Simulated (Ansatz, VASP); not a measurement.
One calculation of AsPt, two programs

```xyz
2
Lattice="3.1860 0.0000 0.0000 0.0000 3.1860 0.0000 0.0000 0.0000 3.2753" Properties=species:S:1:pos:R:3 pbc="T T T"
As    0.0000    0.0000    0.0000
Pt    1.5930    1.5930    1.6377
```

Change from the starting cell: species swapped into the MnPd type (P4/mmm, No. 123).

Alike in both runs: functional PBE; k mesh 6 × 6 × 6; occupations gaussian, width 0.1 eV; no spin polarisation.

Ansatz relaxed the structure, and its values are those at the end. VASP's run is a single point on that final structure, the one shown.

```csv
,VASP,Ansatz
version,VASP 6.6.1,Ansatz 0.2.0
potentials or method,"VASP PAW PBE potentials, release 64 (As, Pt), cutoff 520 eV","scalar-relativistic, plane waves, PAW"
valence electrons in the cell,15,33
```

```csv
,VASP,Ansatz,Ansatz less VASP
gap on the k mesh at the Fermi level (eV),none,none,-
pressure (GPa),-0.1,0.0,+0.06
```

A gap of «none» marks a metal or a gap that the smearing closes. With one functional, cell and mesh, what is left measures potentials, basis and numerics. VASP's potentials hold 15 valence electrons a cell and Ansatz's 33, so a difference there can come from the potentials and not from the codes.

Neither program's run includes spin-orbit coupling.
